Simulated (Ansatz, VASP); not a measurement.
Ta: VASP beside Ansatz

```
Ta
1.0
     3.00055    0.00000    0.00000
    -1.50028    2.59855    0.00000
     0.00000    0.00000    5.03474
Ta
2
Cartesian
  1.5003 0.8662 3.7761
  0.0000 1.7324 1.2587
```

Alike in both runs: task single point; functional PBE; k mesh 18 × 18 × 8; occupations gaussian, width 0.1 eV; no spin polarisation.

|  | VASP | Ansatz |
| --- | --- | --- |
| version | VASP 6.6.1 | Ansatz 0.2.0 |
| potentials or method | VASP PAW PBE potentials, release 64 (Ta_pv), cutoff 520 eV | scalar-relativistic, plane waves, PAW |
| valence electrons in the cell | 22 | 26 |

VASP gave:

- gap on the k mesh at the Fermi level (eV): none
- pressure (GPa): -8.3
- traceless stress, the component that is largest in VASP (GPa): 5.74

Q: What did Ansatz give for the same quantities?

A: gap on the k mesh at the Fermi level (eV): none; pressure (GPa): -8.3; traceless stress, the component that is largest in VASP (GPa): 5.72.

A gap of «none» marks a metal or a gap that the smearing closes. The functional is the same, so the differences come from potentials, cutoffs and numerics. VASP's potentials hold 22 valence electrons a cell and Ansatz's 26, so a difference there can come from the potentials and not from the codes.

Neither program's run includes spin-orbit coupling.
